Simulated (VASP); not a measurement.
# InSb (zincblende type) (F-43m) in VASP: notebook, part 2 of 2

VASP 6.6.1. The steps go on from the part before.

## Step 3: Single point, PBE

The input, INCAR:

```
PREC = Accurate ; ENCUT = 520
EDIFF = 1E-7 ; ISMEAR = 0
SIGMA = 0.05 ; LREAL = F
LASPH = T ; NELM = 60
ALGO = Normal ; ISIF = 2
LWAVE = F ; LCHARG = F
GGA = PE ; NBANDS = 16
```

The input, KPOINTS:

```
regular mesh
0
Gamma
  9 9 9
```

The input, POSCAR:

```
InSb
1.0
    0.0000000000      3.3187520224      3.3187520224
    3.3187520224      0.0000000000      3.3187520224
    3.3187520224      3.3187520224      0.0000000000
In Sb
1 1
Direct
    0.0000000000      0.0000000000      0.0000000000
    0.2500000000      0.2500000000      0.2500000000
```

Potentials or basis: VASP PAW PBE potentials, release 64 (In_d, Sb).

Launch:

```bash
$ cat potpaw_PBE.64/In_d/POTCAR potpaw_PBE.64/Sb/POTCAR > POTCAR
$ mpirun -np 1 vasp_std > vasp.out
```

OUTCAR:

```text
PREC = Accurate
   ENCUT = 520
   EDIFF = 1E-7
   ISMEAR = 0
   LREAL = F
   LASPH = T
   NELM = 60
   ISIF = 2
   GGA = PE

 ion  position               nearest neighbor table
   1  0.000  0.000  0.000-   2 2.87   2 2.87   2 2.87   2 2.87
   2  0.250  0.250  0.250-   1 2.87   1 2.87   1 2.87   1 2.87

  LATTYP: Found a face centered cubic cell.
 ALAT       =     6.6375040448

  Lattice vectors:

 A1 = (   0.0000000000,   3.3187520224,   3.3187520224)
[... 642 lines left out ...]
------------------------ aborting loop because EDIFF is reached ----------------------------------------

  FORCE on cell =-STRESS in cart. coord.  units (eV):
  Direction    XX          YY          ZZ          XY          YZ          ZX
  --------------------------------------------------------------------------------------
  -------------------------------------------------------------------------------------
  Total       -0.0268617     -0.0268617     -0.0268617      0.0000000     -0.0000000      0.0000000
  in kB       -0.5886932     -0.5886932     -0.5886932      0.0000000     -0.0000000      0.0000000
  external PRESSURE =      -0.5886932 kB  Pullay stress =       0.0000000 kB

 VOLUME and BASIS-vectors are now :
 -----------------------------------------------------------------------------
  energy-cutoff  :      520.00
  volume of cell :       73.11
      direct lattice vectors                 reciprocal lattice vectors
     0.000000000  3.318752022  3.318752022    -0.150659042  0.150659042  0.150659042
     3.318752022  0.000000000  3.318752022     0.150659042 -0.150659042  0.150659042
     3.318752022  3.318752022  0.000000000     0.150659042  0.150659042 -0.150659042

 POSITION                                       TOTAL-FORCE (eV/Angst)
 -----------------------------------------------------------------------------------
      0.00000      0.00000      0.00000        -0.000000      0.000000      0.000000
      1.65938      1.65938      1.65938         0.000000     -0.000000     -0.000000
 -----------------------------------------------------------------------------------
    total drift:                               -0.000000     -0.000000     -0.000000

  FREE ENERGIE OF THE ION-ELECTRON SYSTEM (eV)
  ---------------------------------------------------
  free  energy   TOTEN  =        -6.9510745943 eV

  energy  without entropy=       -6.9509687772  energy(sigma->0) =       -6.95102169
```

OSZICAR:

```text
N       E                     dE             d eps       ncg     rms          rms(c)
DAV:   1     0.110146929557E+03    0.11015E+03   -0.78953E+03  1128   0.110E+03
DAV:   2     0.148629205195E+00   -0.11000E+03   -0.10640E+03  1280   0.273E+02
DAV:   3    -0.683994236029E+01   -0.69886E+01   -0.69679E+01  1440   0.714E+01
DAV:   4    -0.703751206992E+01   -0.19757E+00   -0.19754E+00  1408   0.143E+01
DAV:   5    -0.704782959760E+01   -0.10318E-01   -0.10317E-01  1664   0.267E+00    0.370E+00
DAV:   6    -0.695908883664E+01    0.88741E-01   -0.14924E-01  1656   0.551E+00    0.215E+00
DAV:   7    -0.694913373020E+01    0.99551E-02   -0.60989E-02  1472   0.220E+00    0.583E-01
DAV:   8    -0.695032478952E+01   -0.11911E-02   -0.70723E-03  1448   0.930E-01    0.207E-01
DAV:   9    -0.695096831624E+01   -0.64353E-03   -0.88089E-04  1368   0.262E-01    0.676E-02
DAV:  10    -0.695102723869E+01   -0.58922E-04   -0.49859E-05  1488   0.446E-02    0.305E-02
DAV:  11    -0.695107288313E+01   -0.45644E-04   -0.80092E-05  1264   0.524E-02    0.210E-02
DAV:  12    -0.695107403047E+01   -0.11473E-05   -0.11950E-06  1424   0.698E-03    0.723E-03
DAV:  13    -0.695107489261E+01   -0.86213E-06   -0.16174E-06  1312   0.681E-03    0.455E-03
DAV:  14    -0.695107457870E+01    0.31391E-06   -0.79790E-08  1248   0.196E-03    0.121E-03
DAV:  15    -0.695107459430E+01   -0.15598E-07   -0.19214E-08   896   0.104E-03
   1 F= -.69510746E+01 E0= -.69510217E+01  d E =-.105817E-03
```

stdout:

```text
POSCAR found type information on POSCAR InSb
 POSCAR found :  2 types and       2 ions
 scaLAPACK will be used
 LDA part: xc-table for (Slater+PW92), standard interpolation
 POSCAR, INCAR and KPOINTS ok, starting setup
 FFT: planning ... GRIDC
 FFT: planning ... GRID_SOFT
 FFT: planning ... GRID
 WAVECAR not read
 entering main loop
```

Wall time 51 s (1 thread of Intel Xeon 8259CL, shared host); peak memory 0.22 GiB.

What came out:

```
Free energy            : -6.9511 eV
Pressure               : -0.1 GPa
Band gap on the k mesh : zero (filled and empty bands touch)
```

Caveat: semilocal functionals underestimate gaps, so a narrow gap can read as zero; spin-orbit coupling is left out, which moves the levels of the heavy elements.

## Step 4: Single point, PBE

The input, INCAR:

```
ALGO = Normal
EDIFF = 1E-6
ENCUT = 520
GGA = PE
ISIF = 2
ISMEAR = 1
LASPH = True
LCHARG = True
LELF = True
LREAL = False
LVHAR = True
LWAVE = False
NBANDS = 16
NELM = 80
PREC = Accurate
SIGMA = 0.15
```

The input, KPOINTS:

```
k-points
0
Gamma
  9 9 9
```

POSCAR is that of step 3.

Potentials or basis: VASP PAW PBE potentials, release 64 (In_d, Sb).

Launch:

```bash
$ cat potpaw_PBE.64/In_d/POTCAR potpaw_PBE.64/Sb/POTCAR > POTCAR
$ mpirun -np 1 vasp_std > vasp.out
```

OUTCAR:

```text
EDIFF = 1E-6
   ENCUT = 520
   GGA = PE
   ISIF = 2
   ISMEAR = 1
   LASPH = True
   LREAL = False
   NELM = 80
   PREC = Accurate

 ion  position               nearest neighbor table
   1  0.000  0.000  0.000-   2 2.87   2 2.87   2 2.87   2 2.87
   2  0.250  0.250  0.250-   1 2.87   1 2.87   1 2.87   1 2.87

  LATTYP: Found a face centered cubic cell.
 ALAT       =     6.6375040448

  Lattice vectors:

 A1 = (   0.0000000000,   3.3187520224,   3.3187520224)
[... 642 lines left out ...]
------------------------ aborting loop because EDIFF is reached ----------------------------------------

  FORCE on cell =-STRESS in cart. coord.  units (eV):
  Direction    XX          YY          ZZ          XY          YZ          ZX
  --------------------------------------------------------------------------------------
  -------------------------------------------------------------------------------------
  Total       -0.0304570     -0.0304570     -0.0304570      0.0000000      0.0000000      0.0000000
  in kB       -0.6674876     -0.6674876     -0.6674876      0.0000000      0.0000000      0.0000000
  external PRESSURE =      -0.6674876 kB  Pullay stress =       0.0000000 kB

 VOLUME and BASIS-vectors are now :
 -----------------------------------------------------------------------------
  energy-cutoff  :      520.00
  volume of cell :       73.11
      direct lattice vectors                 reciprocal lattice vectors
     0.000000000  3.318752022  3.318752022    -0.150659042  0.150659042  0.150659042
     3.318752022  0.000000000  3.318752022     0.150659042 -0.150659042  0.150659042
     3.318752022  3.318752022  0.000000000     0.150659042  0.150659042 -0.150659042

 POSITION                                       TOTAL-FORCE (eV/Angst)
 -----------------------------------------------------------------------------------
      0.00000      0.00000      0.00000         0.000000      0.000000      0.000000
      1.65938      1.65938      1.65938        -0.000000     -0.000000     -0.000000
 -----------------------------------------------------------------------------------
    total drift:                               -0.000000     -0.000000     -0.000000

  FREE ENERGIE OF THE ION-ELECTRON SYSTEM (eV)
  ---------------------------------------------------
  free  energy   TOTEN  =        -6.9508595301 eV

  energy  without entropy=       -6.9512846465  energy(sigma->0) =       -6.95100124
```

It took 44 s on 1 thread of Intel Xeon 8259CL, shared host; peak memory 0.22 GiB.

Results:

* Free energy: -6.9509 eV
* Pressure: -0.1 GPa
* Band gap on the k mesh: zero (filled and empty bands touch)

Levels at points of the mesh, in eV from the Fermi level:
| k point | band 7 | band 8 | band 9 | band 10 | band 11 | band 12 |
| --- | --- | --- | --- | --- | --- | --- |
| (0.00, 0.00, 0.00) | -0.59 | 0.01 | 0.01 | 0.01 | 2.97 | 2.97 |

Caveat: semilocal functionals underestimate gaps, so a narrow gap can read as zero; spin-orbit coupling is left out, which moves the levels of the heavy elements.

## Step 5: Single point, PBE

The input, INCAR:

```
SYSTEM = InSb
PREC = Accurate ; ENCUT = 520
EDIFF = 1E-7 ; ISMEAR = -1
SIGMA = 0.15 ; LREAL = .FALSE.
LASPH = .TRUE. ; NELM = 80
ALGO = Normal ; ISIF = 2
LWAVE = .FALSE. ; LCHARG = .FALSE.
GGA = PE ; NBANDS = 16
```

The input, KPOINTS:

```
Automatic mesh
0
G
  9 9 9
  0 0 0
```

POSCAR is that of step 4.

Launch:

```bash
$ cat potpaw_PBE.64/In_d/POTCAR potpaw_PBE.64/Sb/POTCAR > POTCAR
$ mpirun -np 1 vasp_std > vasp.out
```

It took 53 s on 1 thread of Intel Xeon 8259CL, shared host; peak memory 0.22 GiB.

It converged, with:

```
Free energy            : -6.9544 eV
Pressure               : 0.0 GPa
Band gap on the k mesh : zero (filled and empty bands touch)
```

Levels at points of the mesh, in eV from the Fermi level:
| k point | band 7 | band 8 | band 9 | band 10 | band 11 | band 12 |
| --- | --- | --- | --- | --- | --- | --- |
| (0.00, 0.00, 0.00) | -0.80 | -0.21 | -0.21 | -0.21 | 2.76 | 2.76 |

Caveat: semilocal functionals underestimate gaps, so a narrow gap can read as zero; spin-orbit coupling is left out, which moves the levels of the heavy elements.

## Step 6: Single point, PBE

The input, INCAR:

```
SYSTEM = InSb
PREC     = Accurate       ! precision mode
ENCUT    = 520            ! plane-wave cutoff, eV
EDIFF    = 1E-6           ! SCF threshold, eV
ISMEAR   = 0              ! smearing method
SIGMA    = 0.2            ! smearing width, eV
LREAL    = .False.        ! projectors in reciprocal space
LASPH    = .True.         ! aspherical terms in the spheres
NELM     = 80             ! most SCF steps
ALGO     = Normal         ! electronic algorithm
ISIF     = 2              ! what is computed and relaxed
LWAVE    = .False.        ! write WAVECAR
LCHARG   = .True.         ! write CHGCAR
GGA      = PE             ! functional
LELF     = .True.         ! ELF
LVHAR    = .True.       
NBANDS   = 16             ! bands
```

The input, KPOINTS:

```
regular mesh
0
Gamma
  9 9 9
  0 0 0
```

POSCAR is that of step 5.

Potentials or basis: VASP PAW PBE potentials, release 64 (In_d, Sb).

Launch:

```bash
$ cat potpaw_PBE.64/In_d/POTCAR potpaw_PBE.64/Sb/POTCAR > POTCAR
$ mpirun -np 1 vasp_std > vasp.out
```

Run time: 49 s. Hardware: 1 thread of Intel Xeon 8259CL, shared host; peak memory 0.22 GiB.

The run converged. Its results:

* Free energy: -6.9515 eV
* Pressure: -0.1 GPa
* Band gap on the k mesh: zero (filled and empty bands touch)

Levels at points of the mesh, in eV from the Fermi level:
| k point | band 6 | band 7 | band 8 | band 9 | band 10 | band 11 | band 12 | band 13 |
| --- | --- | --- | --- | --- | --- | --- | --- | --- |
| (0.00, 0.00, 0.00) | -10.41 | -0.72 | -0.13 | -0.13 | -0.13 | 2.84 | 2.84 | 2.84 |

Caveat: semilocal functionals underestimate gaps, so a narrow gap can read as zero; spin-orbit coupling is left out, which moves the levels of the heavy elements.

## Step 7: Overview

| smearing | gap on the mesh (eV) | pressure (GPa) |
| --- | --- | --- |
| fermi-dirac 0.05 eV | none | -0.1 |
| gaussian 0.05 eV | none | -0.1 |
| methfessel-paxton 0.15 eV | none | -0.1 |
| fermi-dirac 0.15 eV | none | 0.0 |
| gaussian 0.2 eV | none | -0.1 |

Alike in all rows: task single point; level PBE; potentials or basis VASP PAW PBE potentials, release 64 (In_d, Sb); no spin polarisation; cell as given; k mesh 9 × 9 × 9; cutoff (eV) 520.

Caveats: semilocal functionals underestimate gaps, so a narrow gap can read as zero; spin-orbit coupling is left out, which moves the levels of the heavy elements.

Total energies depend on the potentials used, so only differences within one code and one set of settings carry meaning.
